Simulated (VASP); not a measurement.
A run of VASP 6.6.1:

Contents of POSCAR:

```
Ni
1.0
    0.0000000000      1.7330608651      1.7330608651
    1.7330608651      0.0000000000      1.7330608651
    1.7330608651      1.7330608651      0.0000000000
Ni
1
Direct
    0.0000000000      0.0000000000      0.0000000000
```

INCAR.step1

```
PREC = Accurate
ENCUT = 520
ISMEAR = 1
SIGMA = 0.3
LREAL = False
LASPH = True
NELM = 100
NBANDS = 11
GGA = PE
ALGO = Normal
EDIFF = 1E-4
LWAVE = True
LCHARG = False
```

Contents of INCAR.step2:

```
PREC = Accurate
ENCUT = 520
EDIFF = 1E-7
ISMEAR = 1
SIGMA = 0.3
LREAL = False
LASPH = True
NELM = 100
ALGO = Normal
ISIF = 2
LWAVE = False
LCHARG = True
METAGGA = R2SCAN
LMIXTAU = True
LELF = True
LVHAR = True
NBANDS = 11
ISTART = 1
```

Contents of KPOINTS:

```
Automatic mesh
0
Gamma
  15 15 15
```

Potentials or basis: VASP PAW PBE potentials, release 64 (Ni).

Command:

```sh
$ cat potpaw_PBE.64/Ni/POTCAR > POTCAR
$ cp INCAR.step1 INCAR
$ mpirun -np 1 vasp_std > vasp.out
$ cp INCAR.step2 INCAR
$ mpirun -np 1 vasp_std > vasp.out
```

Hardware: 1 thread of Intel(R) Xeon(R) 6975P-C (Granite Rapids) (shared host).

Q: How long does it take, and how much memory?

A: Run time: 36 s on 1 thread of Intel(R) Xeon(R) 6975P-C (Granite Rapids), on a shared host, peak memory 0.12 GiB. Counts: k points 120.
